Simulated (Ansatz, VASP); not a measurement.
## One calculation of In3O, two programs

INCAR

```
SYSTEM = In3O
PREC     = Accurate       ! precision mode
ENCUT    = 600            ! plane-wave cutoff, eV
EDIFF    = 1E-6           ! SCF threshold, eV
ISMEAR   = 0              ! smearing method
SIGMA    = 0.1            ! smearing width, eV
LREAL    = .False.        ! projectors in reciprocal space
LASPH    = .True.         ! aspherical terms in the spheres
NELM     = 60             ! most SCF steps
ALGO     = Normal         ! electronic algorithm
ISIF     = 3              ! what is computed and relaxed
LWAVE    = .False.        ! write WAVECAR
LCHARG   = .False.        ! write CHGCAR
GGA      = PE             ! functional
IBRION   = 2              ! ionic algorithm
NSW      = 90             ! ionic steps
EDIFFG   = -0.04          ! ionic threshold
```

The input KPOINTS:

```
Automatic mesh
0
Gamma
  6 6 4
  0 0 0
```

POSCAR

```
In3O
1.0
    4.0835605800      0.0000000000      0.0000000000
   -2.0417802900      3.5364672000      0.0000000000
    0.0000000000      0.0000000000      6.5906339200
In O
3 1
Direct
    0.3333333300      0.6666666700      0.0000000000
    0.6666666700      0.3333333300      0.0000000000
    0.0000000000      0.0000000000      0.5000000000
    0.0000000000      0.0000000000      0.0000000000
```

Input for Ansatz:

```yaml
crystal:
  lattice:
    - [4.08356058, 0.0, 0.0]
    - [-2.04178029, 3.5364672, 0.0]
    - [0.0, 0.0, 6.59063392]
  atoms:
    - { symbol: In, position: [0.33333333, 0.66666667, 0.0] }
    - { symbol: In, position: [0.66666667, 0.33333333, 0.0] }
    - { symbol: In, position: [0.0, 0.0, 0.5] }
    - { symbol: O, position: [0.0, 0.0, 0.0] }
basis:
  ecutwfc: 420
kpoints:
  mp_grid: { grid: [6, 6, 4] }
hamiltonian:
  xc: pbe
scf:
  occupations: { method: gaussian, width: 0.1 }
  lower_state_search: "off"
output:
  forces: true
  stress: true
  eigenvalues: true
relax:
  adjacent_minimum: "off"
  f_tol: 0.04
  max_steps: 70
  cell: { stress_tol: 0.4 }
```

Alike in both runs: task relaxation of cell and atoms; functional PBE; k mesh 6 × 6 × 4; occupations gaussian, width 0.1 eV; no spin polarisation.

|  | VASP | Ansatz |
| --- | --- | --- |
| version | VASP 6.6.1 | Ansatz 0.2.0 |
| potentials or method | VASP PAW PBE potentials, release 64 (In_d, O), cutoff 600 eV | scalar-relativistic, plane waves, PAW |
| valence electrons in the cell | 45 | 45 |

```tsv
	VASP	Ansatz	Ansatz less VASP
gap on the k mesh at the Fermi level, each at its own relaxed structure (eV)	none	none	-
relaxed volume (Å³/atom)	25.45	25.88	+0.429
relaxed cell length with the largest relative difference (Å)	5.174	5.227	+0.0525
```

A gap of «none» marks a metal or a gap that the smearing closes.
